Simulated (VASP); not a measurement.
PbSe, 2 atoms in the cell. It takes space group Pm-3m (No. 221, cubic). Conventional cell: a = 3.784 Å, b = 3.784 Å, c = 3.784 Å, α = 90.00°, β = 90.00°, γ = 90.00°. Pb (site symmetry m-3m) has 8 Se at 3.28 Å and 6 Pb at 3.78 Å within 4.3 Å. Within 4.3 Å of Se (site symmetry m-3m) lie 8 Pb at 3.28 Å and 6 Se at 3.78 Å. 

| Quantity | Value |
| --- | --- |
| Program | VASP 6.6.1 |
| Task | single point |
| Functional | PBE |
| Potentials or basis | VASP PAW PBE potentials, release 64 (Pb_d, Se) |
| Cutoff | 500 eV |
| k mesh | 7 × 7 × 7 |
| Occupations | gaussian, width 0.022 eV |
| Spin | no spin polarisation |
| Dipole correction | no |
| Further INCAR settings | ALGO = Normal; EDIFF = 1e-06; NBANDS = 17 |

Potentials or basis: VASP PAW PBE potentials, release 64 (Pb_d, Se).

Command:

```sh
$ cat potpaw_PBE.64/Pb_d/POTCAR potpaw_PBE.64/Se/POTCAR > POTCAR
$ mpirun -np 1 vasp_std > vasp.out
```

Hardware: 1 thread of Intel Xeon 8259CL, with other jobs on the host.

**Question.** Estimate the wall time of this run.

**Answer.** It took 29 s on 1 thread of Intel Xeon 8259CL, on a shared host, peak memory 0.16 GiB. Counts: scf iterations 12, k points 20.
